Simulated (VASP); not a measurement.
# Ba2NF (R-3m) in VASP: further runs

The runs below take Ba2NF through single point, with LDA.

All numbers are computed with VASP 6.6.1; they aren't measurements. Logs are shortened: lines on timing, memory, paths and dates and some standing lists are left out, and cuts for length are marked.

## (1) The cell of the first run

The structure is trigonal, space group R-3m (No. 166). The conventional cell has a = 4.022 Å, b = 4.022 Å, c = 20.025 Å, α = 90.00°, β = 90.00°, γ = 120.00°. Ba (site symmetry 3m) has 3 N at 2.77 Å and 3 F at 2.95 Å within 3.7 Å. Within 3.7 Å of N (site symmetry -3m) lie 6 Ba at 2.77 Å. F (site symmetry -3m) has 6 Ba at 2.95 Å within 3.9 Å.

## (2) Single point, LDA

INCAR

```
SYSTEM = Ba2NF
PREC = Accurate
ENCUT = 520
EDIFF = 1E-6
ISMEAR = 0
SIGMA = 0.01
LREAL = .False.
LASPH = .True.
NELM = 100
ALGO = Normal
ISIF = 2
LWAVE = .False.
LCHARG = .False.
GGA = CA
NBANDS = 24
```

KPOINTS

```
Automatic mesh
0
Gamma
  6 6 6
  0 0 0
```

POSCAR

```
Ba2NF
1.0
    2.0108220000      1.1609490000      6.6751030000
   -2.0108220000      1.1609490000      6.6751030000
    0.0000000000     -2.3218980000      6.6751030000
Ba N F
2 1 1
Direct
    0.7576400000      0.7576400000      0.7576400000
    0.2423600000      0.2423600000      0.2423600000
    0.5000000000      0.5000000000      0.5000000000
    0.0000000000      0.0000000000      0.0000000000
```

Potentials or basis: VASP PAW LDA potentials, release 64 (Ba_sv, N, F).

On the command line:

```sh
$ cat potpaw_LDA.64/Ba_sv/POTCAR potpaw_LDA.64/N/POTCAR potpaw_LDA.64/F/POTCAR > POTCAR
$ mpirun -np 1 vasp_std > vasp.out
```

OUTCAR:

```text
SYSTEM = Ba2NF
   PREC = Accurate
   ENCUT = 520
   EDIFF = 1E-6
   ISMEAR = 0
   LREAL = .False.
   LASPH = .True.
   NELM = 100
   ISIF = 2
   GGA = CA

 ion  position               nearest neighbor table
   1  0.758  0.758  0.758-   3 2.77   3 2.77   3 2.77   4 2.95   4 2.95   4 2.95   2 3.82   2 3.82
                             2 3.82   2 4.32   2 4.32   2 4.32
   2  0.242  0.242  0.242-   3 2.77   3 2.77   3 2.77   4 2.95   4 2.95   4 2.95   1 3.82   1 3.82
                             1 3.82   1 4.32   1 4.32   1 4.32
   3  0.500  0.500  0.500-   2 2.77   2 2.77   1 2.77   1 2.77   2 2.77   1 2.77
   4  0.000  0.000  0.000-   1 2.95   1 2.95   2 2.95   2 2.95   1 2.95   2 2.95

  LATTYP: Found a trigonal (rhomboedric) cell.
 ALAT       =     7.0674045984
 COS(alpha) =     0.8380960134

  Lattice vectors:

 A1 = (   2.0108220000,   1.1609490000,   6.6751030000)
 A2 = (  -2.0108220000,   1.1609490000,   6.6751030000)
 A3 = (   0.0000000000,  -2.3218980000,   6.6751030000)

Analysis of symmetry for initial positions (statically):
=====================================================================
 Subroutine PRICEL returns:
 Original cell was already a primitive cell.

 Routine SETGRP: Setting up the symmetry group for a
 trigonal (rhombohedral) supercell.

 Subroutine GETGRP returns: Found 12 space group operations
 (whereof 12 operations were pure point group operations)
 out of a pool of 12 trial point group operations.

The static configuration has the point symmetry D_3d.

Analysis of symmetry for dynamics (positions and initial velocities):
=====================================================================
 Subroutine PRICEL returns:
 Original cell was already a primitive cell.

 Routine SETGRP: Setting up the symmetry group for a
 trigonal (rhombohedral) supercell.

 Subroutine GETGRP returns: Found 12 space group operations
 (whereof 12 operations were pure point group operations)
 out of a pool of 12 trial point group operations.

The dynamic configuration has the point symmetry D_3d.

 Subroutine INISYM returns: Found 12 space group operations
 (whereof 12 operations are pure point group operations),
 and found     1 'primitive' translations

----------------------------------------------------------------------------------------

                                     Primitive cell

  volume of cell :      93.4966

  direct lattice vectors                    reciprocal lattice vectors
     2.010822000  1.160949000  6.675103000     0.248654530  0.143560713  0.049936807
    -2.010822000  1.160949000  6.675103000    -0.248654530  0.143560713  0.049936807
     0.000000000 -2.321898000  6.675103000     0.000000000 -0.287121427  0.049936807

  length of vectors
     7.067404598  7.067404598  7.067404784     0.291431705  0.291431705  0.291431636

  position of ions in fractional coordinates (direct lattice)
     0.757640000  0.757640000  0.757640000
     0.242360000  0.242360000  0.242360000
     0.500000000  0.500000000  0.500000000
     0.000000000  0.000000000  0.000000000

  ion indices of the primitive-cell ions
   primitive index   ion index
                 1           1
                 2           2
                 3           3
                 4           4

----------------------------------------------------------------------------------------

 KPOINTS: Automatic mesh

Automatic generation of k-mesh.
 Grid dimensions read from file:
 generate k-points for:    6    6    6

 Generating k-lattice:

  Cartesian coordinates                     Fractional coordinates (reciprocal lattice)
     0.041442422  0.023926786  0.008322801     0.166666667 -0.000000000 -0.000000000
    -0.041442422  0.023926786  0.008322801    -0.000000000  0.166666667 -0.000000000
     0.000000000 -0.047853571  0.008322801    -0.000000000 -0.000000000  0.166666667

  Length of vectors
     0.048571951  0.048571951  0.048571939

  Shift w.r.t. Gamma in fractional coordinates (k-lattice)
     0.000000000  0.000000000  0.000000000

 Subroutine IBZKPT returns following result:
 ===========================================

 Found     32 irreducible k-points:

 Following reciprocal coordinates:
            Coordinates               Weight
  0.000000  0.000000  0.000000      1.000000
  0.166667  0.000000 -0.000000      6.000000
  0.333333  0.000000 -0.000000      6.000000
  0.500000 -0.000000  0.000000      3.000000
  0.166667  0.166667 -0.000000      6.000000
  0.333333  0.166667  0.000000     12.000000
[... 16 lines left out ...]
  0.500000  0.500000  0.166667      6.000000
 -0.333333  0.500000  0.166667     12.000000
 [... further k-points ...]
   k-points           NKPTS =     32   k-points in BZ     NKDIM =     32   number of bands    NBANDS=     24
   number of dos      NEDOS =    301   number of ions     NIONS =      4
   total plane-waves  NPLWV = 157464
   dimension x,y,z NGX =    54 NGY =   54 NGZ =   54
   dimension x,y,z NGXF=   108 NGYF=  108 NGZF=  108
   ions per type =               2   1   1
   NGX,Y,Z   is equivalent  to a cutoff of  12.70, 12.70, 12.70 a.u.
   NGXF,Y,Z  is equivalent  to a cutoff of  25.40, 25.40, 25.40 a.u.
 SYSTEM =  Ba2NF
   PREC   = accura    normal or accurate (medium, high low for compatibility)
   ISTART =      0    job   : 0-new  1-cont  2-samecut
   ICHARG =      2    charge: 1-file 2-atom 10-const
   ISPIN  =      1    spin polarized calculation?
   LNONCOLLINEAR =      F non collinear calculations
   LSORBIT =      F    spin-orbit coupling
   LASPH  =      T    aspherical Exc in radial PAW
   ENCUT  =  520.0 eV  38.22 Ry    6.18 a.u.  13.14 13.14 13.14*2*pi/ulx,y,z
   NELM   =    100;   NELMIN=  2; NELMDL= -5     # of ELM steps
   EDIFF  = 0.1E-05   stopping-criterion for ELM
   LREAL  =      F    real-space projection
   EDIFFG = 0.1E-04   stopping-criterion for IOM
   NSW    =      0    number of steps for IOM
   IBRION =     -1    ionic relax: 0-MD 1-quasi-New 2-CG
   NFREE  =      0    steps in history (QN), initial steepest desc. (CG)
   ISIF   =      2    stress and relaxation
   ISYM   =      2    0-nonsym 1-usesym 2-fastsym
   POTIM  = 0.5000    time-step for ionic-motion
   TEBEG  =    0.0;   TEEND  =   0.0 temperature during run
   PSTRESS=    0.0 pullay stress
   NELECT =      32.0000    total number of electrons
   NUPDOWN=      -1.0000    fix difference up-down
   EMIN   =  10.00;   EMAX   =-10.00  energy-range for DOS
   EFERMI =   0.00;   METHOD = LEGACY
   ISMEAR =     0;   SIGMA  =   0.01  broadening in eV -4-tet -1-fermi 0-gaus
   EFERMI_NEDOS =   21; number of points for ismear=-14 and -15
   IALGO  =     38    algorithm
   IMIX   =      4    mixing-type and parameters
     AMIX     =   0.40;   BMIX     =  1.00
     AMIX_MAG =   1.60;   BMIX_MAG =  1.00
  volume/ion in A,a.u.               =      23.37       157.74
  Fermi-wavevector in a.u.,A,eV,Ry     =   1.145142  2.164005 17.842015  1.311351
  Thomas-Fermi vector in A             =   2.281832
   LORBIT       =      0    0 simple, 1 ext, 2 COOP (PROOUT), +10 PAW based schemes
   GGA     = CA    functional components
   LHFCALC =     F    Hartree Fock is set to
   AEXX    =    0.0000 exact exchange contribution
   IVDW    =     0    specifies the selected vdW correction
   LEPSILON=     F    determine dielectric tensor
   LRPA    =     F    only Hartree local field effects (RPA)
 non-spin polarized calculation
 Gauss-broadening in eV      SIGMA  =   0.01
  energy-cutoff  :      520.00
  volume of cell :       93.50
 maximum number of plane-waves:      2540
 NGX is ok and might be reduce to    54
   NGX = 27   NGY = 27   NGZ = 27

 number of electron      31.9999997 magnetization

 Free energy of the ion-electron system (eV)
  ---------------------------------------------------
  ext. energy  EPLUGINS =         0.00000000
  ---------------------------------------------------
  free energy    TOTEN  =       -23.05914444 eV

  energy without entropy =      -23.05914444  energy(sigma->0) =      -23.05914444

 E-fermi :   2.3332     XC(G=0):  -9.6250

 val. band max:        2.2239466578   @ k =   0.5000   0.5000   0.0000
 cond. band min:       3.1206221372   @ k =   0.5000   0.5000   0.0000
 fundamental gap:      0.8966754794
 Fermi energy:         2.3332316618

 k-point     1 :       0.0000    0.0000    0.0000
  band No.  band energies     occupation
      1     -24.6267      2.00000
      2     -24.4117      2.00000
      3     -20.8005      2.00000
      4     -10.9745      2.00000
      5      -9.3827      2.00000
      6      -9.3827      2.00000
[... 16 lines left out ...]
     23       7.7419      0.00000
     24       8.1025      0.00000

 k-point     2 :       0.1667    0.0000   -0.0000
  band No.  band energies     occupation
      1     -24.5804      2.00000
      2     -24.3957      2.00000
      3     -20.8080      2.00000
      4     -10.9363      2.00000
      5      -9.7389      2.00000
      6      -9.5162      2.00000
[... 16 lines left out ...]
     23       7.8409      0.00000
     24       8.5332      0.00000

 k-point     3 :       0.3333    0.0000   -0.0000
  band No.  band energies     occupation
      1     -24.4778      2.00000
      2     -24.3705      2.00000
      3     -20.8252      2.00000
      4     -10.9450      2.00000
      5     -10.2297      2.00000
      6      -9.8114      2.00000
[... 16 lines left out ...]
     23       8.6310      0.00000
     24       8.7384      0.00000

 k-point     4 :       0.5000   -0.0000    0.0000
  band No.  band energies     occupation
      1     -24.4088      2.00000
      2     -24.3740      2.00000
      3     -20.8349      2.00000
      4     -11.0893      2.00000
      5     -10.2745      2.00000
      6      -9.7580      2.00000
[... 16 lines left out ...]
     23       8.4911      0.00000
     24       8.7735      0.00000

 k-point     5 :       0.1667    0.1667   -0.0000
  band No.  band energies     occupation
      1     -24.5770      2.00000
      2     -24.3994      2.00000
      3     -20.8077      2.00000
      4     -10.9372      2.00000
      5      -9.7305      2.00000
      6      -9.5323      2.00000
[... 451 lines left out ...]
 k-point    22 :      -0.1667    0.3333    0.1667
  band No.  band energies     occupation
      1     -24.4223      2.00000
      2     -24.3603      2.00000
      3     -20.8349      2.00000
      4     -10.9664      2.00000
      5     -10.3755      2.00000
      6     -10.0037      2.00000
[... 16 lines left out ...]
     23       8.7141      0.00000
     24       9.7939      0.00000

 k-point    23 :       0.5000    0.5000    0.1667
  band No.  band energies     occupation
      1     -24.4570      2.00000
      2     -24.3919      2.00000
      3     -20.8250      2.00000
      4     -10.9846      2.00000
      5     -10.2419      2.00000
      6      -9.7424      2.00000
[... 16 lines left out ...]
     23       8.6584      0.00000
     24       8.9537      0.00000

 k-point    24 :      -0.3333    0.5000    0.1667
  band No.  band energies     occupation
      1     -24.4100      2.00000
      2     -24.3727      2.00000
      3     -20.8352      2.00000
      4     -11.0354      2.00000
      5     -10.3341      2.00000
      6      -9.8991      2.00000
[... 16 lines left out ...]
     23       8.8899      0.00000
     24       9.3404      0.00000

 [... further k-points ...]
[... 5 lines left out ...]
  --------------------------------------------------------------------------------------
  -------------------------------------------------------------------------------------
  Total       -2.0934180     -2.0934193     -1.9660041      0.0000000      0.0000000      0.0000000
  in kB      -35.8732347    -35.8732580    -33.6898447      0.0000000      0.0000000      0.0000000
  external PRESSURE =     -35.1454458 kB  Pullay stress =       0.0000000 kB

 VOLUME and BASIS-vectors are now :
 -----------------------------------------------------------------------------
  energy-cutoff  :      520.00
  volume of cell :       93.50
      direct lattice vectors                 reciprocal lattice vectors
     2.010822000  1.160949000  6.675103000     0.248654530  0.143560713  0.049936807
    -2.010822000  1.160949000  6.675103000    -0.248654530  0.143560713  0.049936807
     0.000000000 -2.321898000  6.675103000     0.000000000 -0.287121427  0.049936807

 POSITION                                       TOTAL-FORCE (eV/Angst)
 -----------------------------------------------------------------------------------
      0.00000      0.00000     15.17198         0.000000     -0.000000      0.069588
      0.00000      0.00000      4.85333         0.000000      0.000000     -0.069588
      0.00000      0.00000     10.01265        -0.000000      0.000000     -0.000000
      0.00000      0.00000      0.00000         0.000000      0.000000      0.000000
 -----------------------------------------------------------------------------------
    total drift:                               -0.000000     -0.000000      0.000000

  FREE ENERGIE OF THE ION-ELECTRON SYSTEM (eV)
  ---------------------------------------------------
  free  energy   TOTEN  =       -23.0591444420 eV

  energy  without entropy=      -23.0591444420  energy(sigma->0) =      -23.05914444
```

Run time: 3 min. Hardware: 1 thread of Intel Xeon Platinum 8259CL at 2.50GHz (Skylake/Cascade Lake), shared host; peak memory 0.34 GiB.

What came out:

```
Free energy            : -23.0591 eV
Pressure               : -3.5 GPa
Largest force          : 0.070 eV/Å
Band gap on the k mesh : 0.90 eV, direct
```

Forces in eV/Å, atoms in the order of the input:
```
Ba   0.000  0.000  0.070
Ba   0.000  0.000 -0.070
N    0.000  0.000  0.000
F    0.000  0.000  0.000
```

Stress tensor (GPa, compression positive):
```
-3.59  0.00  0.00
 0.00 -3.59  0.00
 0.00  0.00 -3.37
```

Levels at points of the mesh, in eV from the valence-band top:
```
           k point  band 14  band 15  band 16  band 17  band 18  band 19
(0.00, 0.00, 0.00)    -1.10    -0.37    -0.37     1.52     3.35     3.46
(0.50, 0.00, 0.00)    -0.78    -0.16    -0.07     1.88     2.94     3.99
(0.50, 0.50, 0.00)    -0.76    -0.13     0.00     0.90     3.66     3.95
(0.50, 0.50, 0.50)    -1.31    -0.44    -0.44     2.69     2.72     4.00
```

Caveat: spin-orbit coupling is left out, which moves the levels of the heavy elements.

## (3) Single point, LDA, non-collinear spin, zero start, spin-orbit coupling

INCAR

```
SYSTEM = Ba2NF
PREC = Accurate
ENCUT = 520
EDIFF = 1E-6
ISMEAR = 0
SIGMA = 0.01
LREAL = .False.
LASPH = .True.
NELM = 150
ALGO = Normal
ISIF = 2
LWAVE = .False.
LCHARG = .False.
MAGMOM = 0 0 0 0 0 0 0 0 0 0 0 0
LORBIT = 11
LSORBIT = .True.
GGA_COMPAT = .False.
LORBMOM = .True.
GGA = CA
NBANDS = 46
```

KPOINTS is that of step 2.

POSCAR is that of step 2.

Potentials or basis: VASP PAW LDA potentials, release 64 (Ba_sv, N, F).

On the command line:

```sh
$ cat potpaw_LDA.64/Ba_sv/POTCAR potpaw_LDA.64/N/POTCAR potpaw_LDA.64/F/POTCAR > POTCAR
$ mpirun -np 1 vasp_ncl > vasp.out
```

It took 14 min on 1 thread of Intel Xeon Platinum 8259CL at 2.50GHz (Skylake/Cascade Lake), shared host; peak memory 0.81 GiB.

Results (log left out):

- Free energy: -23.4729 eV
- Pressure: -3.5 GPa
- Largest force: 0.071 eV/Å
- Net moment: 0.00 μB per cell
- Valence electrons inside the program's atomic spheres: Ba 7.99; N 3.51; F 6.03

Forces in eV/Å, atoms in the order of the input:
```
Ba   0.000  0.000  0.071
Ba   0.000  0.000 -0.071
N    0.000  0.000  0.000
F    0.000  0.000  0.000
```

Stress tensor (GPa, compression positive):
```
-3.62  0.00  0.00
 0.00 -3.62  0.00
 0.00  0.00 -3.40
```

Moments on the atoms (μB; x, y, z):
```
Ba  0.00 0.00 0.00
Ba  0.00 0.00 0.00
N   0.00 0.00 0.00
F   0.00 0.00 0.00
```
